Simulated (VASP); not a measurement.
Input of a VASP 6.6.1 run:

File POSCAR:

```
CsSnBr3
1.0
    5.8411490944      0.0000000000      0.0000000000
    0.0000000000      5.8411490944      0.0000000000
    0.0000000000      0.0000000000      5.8411490944
Cs Sn Br
1 1 3
Direct
    0.0000000000      0.0000000000      0.0000000000
    0.5000000000      0.5000000000      0.5000000000
    0.5000000000      0.5000000000      0.0000000000
    0.5000000000      0.0000000000      0.5000000000
    0.0000000000      0.5000000000      0.5000000000
```

INCAR.step1

```
SYSTEM = CsSnBr3
ALGO = Normal
EDIFF = 1E-5
ENCUT = 400
GGA = PE
GGA_COMPAT = .FALSE.
ISIF = 2
ISMEAR = 0
LASPH = .TRUE.
LCHARG = .FALSE.
LREAL = .FALSE.
LWAVE = .TRUE.
NBANDS = 30
NELM = 120
PREC = Accurate
SIGMA = 0.01
```

The input INCAR.step2:

```
SYSTEM = CsSnBr3
ALGO = Normal
EDIFF = 1E-6
ENCUT = 400
GGA = PE
GGA_COMPAT = .FALSE.
HFSCREEN = 0.2079
ISIF = 2
ISMEAR = 0
ISTART = 1
LASPH = .TRUE.
LCHARG = .FALSE.
LHFCALC = .TRUE.
LREAL = .FALSE.
LWAVE = .FALSE.
NBANDS = 30
NELM = 120
PREC = Accurate
PRECFOCK = Normal
SIGMA = 0.01
```

The input KPOINTS:

```
k-points
0
G
  2 2 2
  0 0 0
```

Potentials or basis: VASP PAW PBE potentials, release 64 (Cs_sv, Sn_d, Br).

Launch:

```bash
$ cat potpaw_PBE.64/Cs_sv/POTCAR potpaw_PBE.64/Sn_d/POTCAR potpaw_PBE.64/Br/POTCAR > POTCAR
$ cp INCAR.step1 INCAR
$ mpirun -np 1 vasp_std > vasp.out
$ cp INCAR.step2 INCAR
$ mpirun -np 1 vasp_std > vasp.out
```

Question: Estimate the band gap on the k mesh.

Answer: 1.08 eV.

Question: Predict the pressure.

Answer: 1.7 GPa.

Caveat: the k points lie up to 0.54 Å⁻¹ apart; the PAW data sets were made with another functional, which shifts forces and pressure a little; spin-orbit coupling is left out, which moves the levels of the heavy elements. A k mesh can miss the band edges.
